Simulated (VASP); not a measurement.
Here is a VASP 6.6.1 calculation.

The input INCAR:

```
SYSTEM = HgTe
PREC = Accurate
ENCUT = 400
EDIFF = 1E-6
ISMEAR = 0
SIGMA = 0.1
LREAL = .FALSE.
LASPH = .TRUE.
NELM = 120
ALGO = Normal
ISIF = 2
LWAVE = .FALSE.
LCHARG = .FALSE.
LDIPOL = .TRUE.
IDIPOL = 3
DIPOL = 0.5 0.5 0.500
GGA = PE
IVDW = 13
NBANDS = 26
GGA_COMPAT = .FALSE.
NELMDL = -8
```

The input KPOINTS:

```
Automatic mesh
0
G
  4 4 1
  0 0 0
```

Contents of POSCAR:

```
HgTe
1.0
    4.5459894962      0.0000000000      0.0000000000
    2.2729947481      3.9369423891      0.0000000000
    0.0000000000      0.0000000000     18.4956235411
Hg Te
2 2
Direct
    0.0000000000      0.0000000000      0.3244010664
    0.6666666667      0.6666666667      0.5250855619
    0.0000000000      1.0000000000      0.4749144381
    0.6666666667      0.6666666667      0.6755989336
```

Potentials or basis: VASP PAW PBE potentials, release 64 (Hg, Te).

Command:

```sh
$ cat potpaw_PBE.64/Hg/POTCAR potpaw_PBE.64/Te/POTCAR > POTCAR
$ mpirun -np 1 vasp_std > vasp.out
```

Question: What does it give for the largest force?

Answer: 1.021 eV/Å.

Question: What does it give for the dispersion energy per atom?

Answer: -0.262 eV.

Question: Predict the band gap on the k mesh.

Answer: Zero (bands 18 and 19 overlap by 0.39 eV).

Forces in eV/Å, atoms in the order of the input:
```
Hg   0.000  0.000 -1.021
Hg   0.000  0.000  0.851
Te   0.000  0.000  0.444
Te   0.000  0.000 -0.274
```

Caveat: the k points lie up to 0.40 Å⁻¹ apart; spin-orbit coupling is left out, which moves the levels of the heavy elements.
